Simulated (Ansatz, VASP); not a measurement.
## Br in VASP and in Ansatz

INCAR

```
ALGO = Normal
EDIFF = 1E-6
EDIFFG = -0.04
ENCUT = 600
GGA = PE
IBRION = 2
ISIF = 3
ISMEAR = 0
LASPH = True
LCHARG = False
LREAL = False
LWAVE = False
NELM = 100
NSW = 90
PREC = Accurate
SIGMA = 0.1
```

File KPOINTS:

```
k-points
0
Gamma
  4 4 4
```

The input POSCAR:

```
Br
1.0
   -4.1214427601      4.1214427601      4.1214427601
    4.1214427601     -4.1214427601      4.1214427601
    4.1214427601      4.1214427601     -4.1214427601
Br
8
Direct
    0.2060000000      0.2060000000      0.2060000000
    0.5000000000      0.0000000000      0.2940000000
    0.2940000000      0.5000000000      0.0000000000
    0.0000000000      0.2940000000      0.5000000000
    0.7940000000      0.7940000000      0.7940000000
    0.5000000000      0.0000000000      0.7060000000
    0.7060000000      0.5000000000      0.0000000000
    0.0000000000      0.7060000000      0.5000000000
```

Input for Ansatz:

```yaml
crystal:
  lattice:
    - [-4.1214427601, 4.1214427601, 4.1214427601]
    - [4.1214427601, -4.1214427601, 4.1214427601]
    - [4.1214427601, 4.1214427601, -4.1214427601]
  atoms:
    - { symbol: Br, position: [0.206, 0.206, 0.206] }
    - { symbol: Br, position: [0.5, 0.0, 0.294] }
    - { symbol: Br, position: [0.294, 0.5, 0.0] }
    - { symbol: Br, position: [0.0, 0.294, 0.5] }
    - { symbol: Br, position: [0.794, 0.794, 0.794] }
    - { symbol: Br, position: [0.5, 0.0, 0.706] }
    - { symbol: Br, position: [0.706, 0.5, 0.0] }
    - { symbol: Br, position: [0.0, 0.706, 0.5] }
basis:
  ecutwfc: 420
kpoints:
  mp_grid: { grid: [4, 4, 4] }
hamiltonian:
  xc: pbe
scf:
  occupations: { method: gaussian, width: 0.1 }
  lower_state_search: "off"
output:
  forces: true
  stress: true
  eigenvalues: true
relax:
  adjacent_minimum: "off"
  f_tol: 0.04
  max_steps: 70
  cell: { stress_tol: 0.4 }
```

Alike in both runs: task relaxation of cell and atoms; functional PBE; k mesh 4 × 4 × 4; occupations gaussian, width 0.1 eV; no spin polarisation.

```csv
,VASP,Ansatz
version,VASP 6.6.1,Ansatz 0.2.0
potentials or method,"VASP PAW PBE potentials, release 64 (Br), cutoff 600 eV","scalar-relativistic, plane waves, PAW"
valence electrons in the cell,56,56
```

```csv
,VASP,Ansatz,Ansatz less VASP
"gap on the k mesh at the Fermi level, each at its own relaxed structure (eV)",none,none,-
relaxed volume (Å³/atom),34.99,35.03,+0.041
relaxed cell length with the largest relative difference (Å),7.138,7.140,+0.0028
```

A gap of «none» marks a metal or a gap that the smearing closes.
